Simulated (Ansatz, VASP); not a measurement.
Given: the input of a run of VASP 6.6.1 on HfMoC2.

POSCAR

```
HfMoC2
1.0
    3.1482903748      0.0000000000      0.0000000000
    0.0000000000      3.1482903748      0.0000000000
    0.0000000000      0.0000000000      4.4245462449
Hf Mo C
1 1 2
Direct
    0.0000000000      0.0000000000      0.0000000000
    0.5000000000      0.5000000000      0.5000000000
    0.5000000000      0.5000000000      0.0000000000
    0.0000000000      0.0000000000      0.5000000000
```

The input INCAR.step1:

```
ALGO     = Normal         # electronic algorithm
EDIFF    = 1E-4           # SCF threshold, eV
ENCUT    = 520            # plane-wave cutoff, eV
GGA      = PE             # functional
ISMEAR   = -1             # smearing method
LASPH    = T              # aspherical terms in the spheres
LCHARG   = F              # write CHGCAR
LREAL    = F              # projectors in reciprocal space
LWAVE    = T              # write WAVECAR
NBANDS   = 24             # bands
NELM     = 60             # most SCF steps
PREC     = Accurate       # precision mode
SIGMA    = 0.05           # smearing width, eV
```

INCAR.step2

```
ALGO     = Normal         # electronic algorithm
EDIFF    = 1E-6           # SCF threshold, eV
ENCUT    = 520            # plane-wave cutoff, eV
ISIF     = 2              # what is computed and relaxed
ISMEAR   = -1             # smearing method
ISTART   = 1            
LASPH    = T              # aspherical terms in the spheres
LCHARG   = F              # write CHGCAR
LMIXTAU  = T            
LREAL    = F              # projectors in reciprocal space
LWAVE    = F              # write WAVECAR
METAGGA  = R2SCAN         # meta-GGA
NBANDS   = 24             # bands
NELM     = 60             # most SCF steps
PREC     = Accurate       # precision mode
SIGMA    = 0.05           # smearing width, eV
```

The input KPOINTS:

```
k-points
0
Gamma
  8 8 6
```

Potentials or basis: VASP PAW PBE potentials, release 64 (Hf_pv, Mo_sv, C).

Launch:

```console
$ cat potpaw_PBE.64/Hf_pv/POTCAR potpaw_PBE.64/Mo_sv/POTCAR potpaw_PBE.64/C/POTCAR > POTCAR
$ cp INCAR.step1 INCAR
$ mpirun -np 1 vasp_std > vasp.out
$ cp INCAR.step2 INCAR
$ mpirun -np 1 vasp_std > vasp.out
```

**Question.** Set up the same calculation for Ansatz 0.2.0. Potentials there: Ansatz PAW.

**Answer.** As run (the cutoff follows the program's own potentials):

input.yaml

```yaml
crystal:
  lattice:
    - [3.1482903748, 0.0, 0.0]
    - [0.0, 3.1482903748, 0.0]
    - [0.0, 0.0, 4.4245462449]
  atoms:
    - { symbol: Hf, position: [0.0, 0.0, 0.0] }
    - { symbol: Mo, position: [0.5, 0.5, 0.5] }
    - { symbol: C, position: [0.5, 0.5, 0.0] }
    - { symbol: C, position: [0.0, 0.0, 0.5] }
hamiltonian:
  xc: r2scan
  pseudopotentials: { kind: paw }
kpoints:
  mp_grid: { grid: [8, 8, 6] }
scf:
  occupations: { method: fermi_dirac, width: 0.05 }
output:
  forces: true
  stress: true
  eigenvalues: true
```

Potentials or basis: Ansatz PAW.

Command:

```console
$ ansatz run input.yaml --threads 2 --pin off --max-ram 5632MiB --backend cpu --events-out ev --progress --plain --runs-dir out
```

Both were run:

|  | VASP | Ansatz | Ansatz less VASP |
| --- | --- | --- | --- |
| gap on the k mesh at the Fermi level (eV) | none | none | - |
| pressure (GPa) | 9.3 | 9.2 | -0.17 |
| traceless stress, the component that is largest in VASP (GPa) | -3.20 | -3.22 | -0.021 |

VASP's potentials were made for PBE, not for r2SCAN. A gap of «none» marks a metal or a gap that the smearing closes. VASP's potentials hold 32 valence electrons a cell and Ansatz's 48, so a difference there can come from the potentials and not from the codes.

Neither program's run includes spin-orbit coupling.
